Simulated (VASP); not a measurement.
A run of VASP 6.6.1 is set up as follows.

INCAR

```
ALGO = Normal
EDIFF = 1E-6
ENCUT = 520
GGA = PE
ISIF = 2
ISMEAR = 0
LASPH = True
LCHARG = False
LREAL = False
LWAVE = False
NBANDS = 16
NELM = 100
PREC = Accurate
SIGMA = 0.05
```

The input KPOINTS:

```
k-points
0
Gamma
  8 8 8
```

File POSCAR:

```
CdTe
1.0
    0.0000000000      3.2050000000      3.0127000000
    3.2050000000      0.0000000000      3.0127000000
    3.2050000000      3.2050000000      0.0000000000
Cd Te
1 1
Direct
    0.0000000000      0.0000000000      0.0000000000
    0.7500000000      0.7500000000      0.7500000000
```

Potentials or basis: VASP PAW PBE potentials, release 64 (Cd, Te).

The run is started by

```console
$ cat potpaw_PBE.64/Cd/POTCAR potpaw_PBE.64/Te/POTCAR > POTCAR
$ mpirun -np 1 vasp_std > vasp.out
```

**Question.** Estimate the band gap on the k mesh.

**Answer.** 0.93 eV.

**Question.** Predict the pressure.

**Answer.** 8.2 GPa.

Stress tensor (GPa, compression positive):
```
8.03 0.00 0.00
0.00 8.03 0.00
0.00 0.00 8.47
```

Caveat: the cell differs from its parent crystal (strain -0.0600 x Voigt [0, 0, 1, 0, 0, 0]); the cell stands under pressure; spin-orbit coupling is left out, which moves the levels of the heavy elements.
